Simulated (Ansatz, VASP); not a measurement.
# Two plane-wave programs on CuI

Contents of POSCAR:

```
CuI
1.0
    0.0000000000      3.0120291031      3.0120291031
    3.0120291031      0.0000000000      3.0120291031
    3.0120291031      3.0120291031      0.0000000000
Cu I
1 1
Direct
    0.0000000000      0.0000000000      0.0000000000
    0.2500000000      0.2500000000      0.2500000000
```

File INCAR.step1:

```
PREC = Accurate
ENCUT = 520
ISMEAR = 0
SIGMA = 0.01
LREAL = F
LASPH = T
NELM = 60
NBANDS = 16
GGA = PE
ALGO = Normal
EDIFF = 1E-4
LWAVE = T
LCHARG = F
```

Contents of INCAR.step2:

```
PREC = Accurate
ENCUT = 520
EDIFF = 1E-6
ISMEAR = 0
SIGMA = 0.01
LREAL = F
LASPH = T
NELM = 60
ALGO = Normal
ISIF = 2
LWAVE = F
LCHARG = F
METAGGA = R2SCAN
LMIXTAU = T
NBANDS = 16
ISTART = 1
```

Contents of KPOINTS:

```
regular mesh
0
Gamma
  6 6 6
```

Input for Ansatz:

```yaml
crystal:
  lattice:
    - [0.0, 3.0120291031, 3.0120291031]
    - [3.0120291031, 0.0, 3.0120291031]
    - [3.0120291031, 3.0120291031, 0.0]
  atoms:
    - { symbol: Cu, position: [0.0, 0.0, 0.0] }
    - { symbol: I, position: [0.25, 0.25, 0.25] }
kpoints:
  mp_grid: { grid: [6, 6, 6] }
hamiltonian:
  xc: r2scan
scf:
  occupations: { method: fixed }
  n_extra_bands: 4
output:
  forces: true
  stress: true
  eigenvalues: true
```

Alike in both runs: task single point; functional r2SCAN; k mesh 6 × 6 × 6; no spin polarisation.

|  | VASP | Ansatz |
| --- | --- | --- |
| version | VASP 6.6.1 | Ansatz 0.2.0 |
| potentials or method | VASP PAW PBE potentials, release 64 (Cu, I) | plane waves, PAW |
| plane-wave cutoff (eV) | 520 | 500 |
| occupations | gaussian, width 0.01 eV | fixed |
| valence electrons in the cell | 18 | 36 |

```csv
,VASP,Ansatz,Ansatz less VASP
gap on the k mesh at the Fermi level (eV),1.67,1.67,-0.005
pressure (GPa),-0.1,0.0,+0.04
```

VASP's potentials were made for PBE, not for r2SCAN. VASP's potentials hold 18 valence electrons a cell and Ansatz's 36, so a difference there can come from the potentials and not from the codes.

Neither program's run includes spin-orbit coupling.
